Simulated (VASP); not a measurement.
Here is a VASP 6.6.1 calculation.

INCAR

```
SYSTEM = HCl
PREC     = Accurate       ! precision mode
ENCUT    = 520            ! plane-wave cutoff, eV
EDIFF    = 1E-6           ! SCF threshold, eV
ISMEAR   = 0              ! smearing method
SIGMA    = 0.15           ! smearing width, eV
LREAL    = .FALSE.        ! projectors in reciprocal space
LASPH    = .TRUE.         ! aspherical terms in the spheres
NELM     = 80             ! most SCF steps
ALGO     = Normal         ! electronic algorithm
ISIF     = 2              ! what is computed and relaxed
LWAVE    = .FALSE.        ! write WAVECAR
LCHARG   = .FALSE.        ! write CHGCAR
GGA      = PS             ! functional
NBANDS   = 11             ! bands
```

Contents of KPOINTS:

```
Automatic mesh
0
G
  16 16 16
  0 0 0
```

The input POSCAR:

```
HCl
1.0
    0.0000000000      2.8743750000      2.8059375000
    2.8743750000      0.0000000000      2.8059375000
    2.8743750000      2.8743750000      0.0000000000
H Cl
1 1
Direct
    0.0000000000      0.0000000000      0.0000000000
    0.5000000000      0.5000000000      0.5000000000
```

Potentials or basis: VASP PAW PBE potentials, release 64 (H, Cl).

The run is started by

```bash
$ cat potpaw_PBE.64/H/POTCAR potpaw_PBE.64/Cl/POTCAR > POTCAR
$ mpirun -np 1 vasp_std > vasp.out
```

Q: What does it give for the band gap on the k mesh?

A: Zero (filled and empty bands overlap).

Q: What does it give for the pressure?

A: -9.2 GPa.

Stress tensor (GPa, compression positive):
```
 -8.70   0.00   0.00
  0.00  -8.70   0.00
  0.00   0.00 -10.33
```

Caveat: the cell differs from its parent crystal (strain +0.050 along x and y, +0.025 along z); the PAW data sets were made with another functional, which shifts forces and pressure a little.
